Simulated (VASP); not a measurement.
SrCl2, 3 atoms in the cell. The structure is trigonal, space group R3m (No. 160). Conventional cell: a = 4.171 Å, b = 4.171 Å, c = 18.405 Å, α = 90.00°, β = 90.00°, γ = 120.00°. Within 3.8 Å of Sr (site symmetry 3m) lie 6 Cl at 2.92 Å. Cl (site symmetry 3m) has 3 Sr at 2.92 Å and 4 Cl at 3.30 to 3.72 Å within 3.8 Å. Within 3.8 Å of Cl (site symmetry 3m) lie 3 Sr at 2.92 Å and 4 Cl at 3.30 to 3.72 Å. 

```yaml
Program: VASP 6.6.1
Task: single point
Functional: r2SCAN
Potentials_or_basis: VASP PAW PBE potentials, release 64 (Sr_sv, Cl)
Cutoff: 520 eV
k_mesh: 6 × 6 × 6
Occupations: fermi-dirac, width 0.05 eV
Spin: no spin polarisation
Dipole_correction: no
Further_INCAR_settings: ALGO = Normal; EDIFF = 1e-07; NBANDS = 19
```

Potentials or basis: VASP PAW PBE potentials, release 64 (Sr_sv, Cl).

Launch:

```console
$ cat potpaw_PBE.64/Sr_sv/POTCAR potpaw_PBE.64/Cl/POTCAR > POTCAR
$ cp INCAR.step1 INCAR
$ mpirun -np 1 vasp_std > vasp.out
$ cp INCAR.step2 INCAR
$ mpirun -np 1 vasp_std > vasp.out
```

Hardware: 1 thread of Intel(R) Xeon(R) Platinum 8488C (Sapphire Rapids), on a shared host.

**Question.** Estimate the wall time of this run.

**Answer.** Run time: 5.7 min on 1 thread of Intel(R) Xeon(R) Platinum 8488C (Sapphire Rapids), with other jobs on the host, peak memory 0.41 GiB. Counts: k points 32.
